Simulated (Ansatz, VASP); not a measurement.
# C in VASP and in Ansatz

File INCAR:

```
PREC     = Accurate       # precision mode
ENCUT    = 520            # plane-wave cutoff, eV
EDIFF    = 1E-7           # SCF threshold, eV
ISMEAR   = 0              # smearing method
SIGMA    = 0.15           # smearing width, eV
LREAL    = False          # projectors in reciprocal space
LASPH    = True           # aspherical terms in the spheres
NELM     = 60             # most SCF steps
ALGO     = Normal         # electronic algorithm
ISIF     = 2              # what is computed and relaxed
LWAVE    = False          # write WAVECAR
LCHARG   = False          # write CHGCAR
GGA      = PE             # functional
IVDW     = 12             # dispersion correction
NBANDS   = 26             # bands
```

Contents of KPOINTS:

```
Automatic mesh
0
Gamma
  22 22 4
```

Contents of POSCAR:

```
C
1.0
   -1.2324898335     -2.1347350114      0.0000000000
    1.2324898335     -2.1347350114      0.0000000000
    0.0000000000      0.0000000000     13.7268657407
C
8
Direct
    1.0000000000      1.0000000000      0.8590150077
    1.0000000000      1.0000000000      0.3681212379
    0.0000000000      0.0000000000      0.1226743531
    0.0000000000      0.0000000000      0.6135681228
    0.6666666667      0.6666666667      0.8590150077
    0.6666666667      0.6666666667      0.3681212379
    0.3333333333      0.3333333333      0.1226743531
    0.3333333333      0.3333333333      0.6135681228
```

Input for Ansatz:

```yaml
crystal:
  lattice:
    - [-1.2324898335, -2.1347350114, 0.0]
    - [1.2324898335, -2.1347350114, 0.0]
    - [0.0, 0.0, 13.7268657407]
  atoms:
    - { symbol: C, position: [1.0, 1.0, 0.8590150077] }
    - { symbol: C, position: [1.0, 1.0, 0.3681212379] }
    - { symbol: C, position: [0.0, 0.0, 0.1226743531] }
    - { symbol: C, position: [0.0, 0.0, 0.6135681228] }
    - { symbol: C, position: [0.6666666667, 0.6666666667, 0.8590150077] }
    - { symbol: C, position: [0.6666666667, 0.6666666667, 0.3681212379] }
    - { symbol: C, position: [0.3333333333, 0.3333333333, 0.1226743531] }
    - { symbol: C, position: [0.3333333333, 0.3333333333, 0.6135681228] }
basis:
  ecutwfc: 420
kpoints:
  mp_grid: { grid: [22, 22, 4] }
hamiltonian:
  xc: pbe
  dispersion: d3bj
scf:
  occupations: { method: gaussian, width: 0.15 }
output:
  forces: true
  stress: true
  eigenvalues: true
```

Alike in both runs: task single point; functional PBE; dispersion D3(BJ); k mesh 22 × 22 × 4; occupations gaussian, width 0.15 eV; no spin polarisation.

|  | VASP | Ansatz |
| --- | --- | --- |
| version | VASP 6.6.1 | Ansatz 0.2.0 |
| potentials or method | VASP PAW PBE potentials, release 64 (C), cutoff 520 eV | scalar-relativistic, plane waves, PAW |
| valence electrons in the cell | 32 | 32 |

Ansatz gave:

```
gap on the k mesh at the Fermi level (eV)                     : 0.34
least direct gap on the mesh (eV)                             : 0.34
pressure (GPa)                                                : -0.1
traceless stress, the component that is largest in VASP (GPa) : -0.24
rms of the force components (eV/Å)                            : 0.011
```

Q: What did VASP give for the same quantities?

A: gap on the k mesh at the Fermi level (eV): 0.34; least direct gap on the mesh (eV): 0.34; pressure (GPa): 0.3; traceless stress, the component that is largest in VASP (GPa): -0.76; rms of the force components (eV/Å): 0.011.

Atom by atom the forces differ by 0.000 eV/Å (rms over components).
